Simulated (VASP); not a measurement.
A run of VASP 6.6.1 is set up as follows.

The input POSCAR:

```
TiSe2
1.0
    3.5565669337      0.0000000000      0.0000000000
   -1.7782834669      3.0800773149      0.0000000000
    0.0000000000      0.0000000000      6.3476258600
Ti Se
1 2
Direct
    0.0000000000      0.0000000000      0.0000000000
    0.3333333300      0.6666666700      0.2399278400
    0.6666666700      0.3333333300      0.7600721600
```

File INCAR.step1:

```
SYSTEM = TiSe2
ALGO = Normal
EDIFF = 1E-5
EDIFFG = -0.005
ENCUT = 550
GGA = PE
GGA_COMPAT = .FALSE.
IBRION = 2
ISIF = 3
ISMEAR = 0
KPAR = 4
LASPH = .TRUE.
LCHARG = .FALSE.
LREAL = .FALSE.
LWAVE = .TRUE.
NELM = 120
NELMIN = 4
NSW = 100
PREC = Accurate
SIGMA = 0.1
```

Contents of INCAR.step2:

```
SYSTEM = TiSe2
ALGO = Normal
EDIFF = 1E-7
EDIFFG = -0.01
ENCUT = 550
GGA_COMPAT = .FALSE.
IBRION = 2
ISIF = 3
ISMEAR = 0
ISTART = 1
KPAR = 4
LASPH = .TRUE.
LCHARG = .FALSE.
LMIXTAU = .TRUE.
LREAL = .FALSE.
LWAVE = .FALSE.
METAGGA = R2SCAN
NELM = 120
NELMIN = 4
NSW = 100
PREC = Accurate
SIGMA = 0.1
```

KPOINTS

```
k-points
0
G
  18 18 8
  0 0 0
```

Potentials or basis: VASP PAW PBE potentials, release 64 (Ti_sv, Se).

The run is started by

```bash
$ cat potpaw_PBE.64/Ti_sv/POTCAR potpaw_PBE.64/Se/POTCAR > POTCAR
$ cp INCAR.step1 INCAR
$ mpirun -np 4 vasp_std > vasp.out
$ cp INCAR.step2 INCAR
$ mpirun -np 4 vasp_std > vasp.out
```

Task: Estimate the space group after relaxing (to 0.1 Å).

Result: P-3m1 (No. 164).

Task: What does it give for the relaxed volume?

Result: 23.23 Å³/atom.

Task: What does it give for the band gap on the k mesh?

Result: Zero (bands 12 and 13 overlap by 0.26 eV).

Task: What does it give for the relaxed cell?

Result: a = 3.566 Å, b = 3.566 Å, c = 6.329 Å, α = 90.00°, β = 90.00°, γ = 120.00°.

Final structure:
```cif
data_structure
_symmetry_space_group_name_H-M 'P 1'
_symmetry_Int_Tables_number 1
_cell_length_a 3.5656
_cell_length_b 3.5656
_cell_length_c 6.3292
_cell_angle_alpha 90.000
_cell_angle_beta 90.000
_cell_angle_gamma 120.000
_cell_volume 69.69
loop_
_atom_site_label
_atom_site_type_symbol
_atom_site_fract_x
_atom_site_fract_y
_atom_site_fract_z
_atom_site_occupancy
Ti1 Ti 0.00000 0.00000 0.00000 1
Se1 Se 0.33333 0.66667 0.23964 1
Se2 Se 0.66667 0.33333 0.76036 1
```

Caveat: the PAW data sets were made with another functional, which shifts forces and pressure a little.
